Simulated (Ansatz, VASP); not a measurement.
# PbSe in VASP and in Ansatz

```
CELL_PARAMETERS angstrom
0.00000 3.06065 3.06065
3.06065 0.00000 3.06065
3.06065 3.06065 0.00000
ATOMIC_POSITIONS crystal
Pb 0.00000 0.00000 0.00000
Se 0.50000 0.50000 0.50000
```

Alike in both runs: task single point; functional PBE; k mesh 8 × 8 × 8; occupations gaussian, width 0.028 eV; no spin polarisation.

```csv
,VASP,Ansatz
version,VASP 6.6.1,Ansatz 0.2.0
potentials or method,"VASP PAW PBE potentials, release 64 (Pb_d, Se), cutoff 520 eV","all-electron LAPW, scalar-relativistic"
```

```csv
,VASP,Ansatz,Ansatz less VASP
gap on the k mesh at the Fermi level (eV),0.29,0.28,-0.007
least direct gap on the mesh (eV),0.29,0.28,-0.007
pressure (GPa),2.4,2.4,+0.03
```

Ansatz ran all-electron here, and VASP with PAW potentials.

Neither program's run includes spin-orbit coupling.
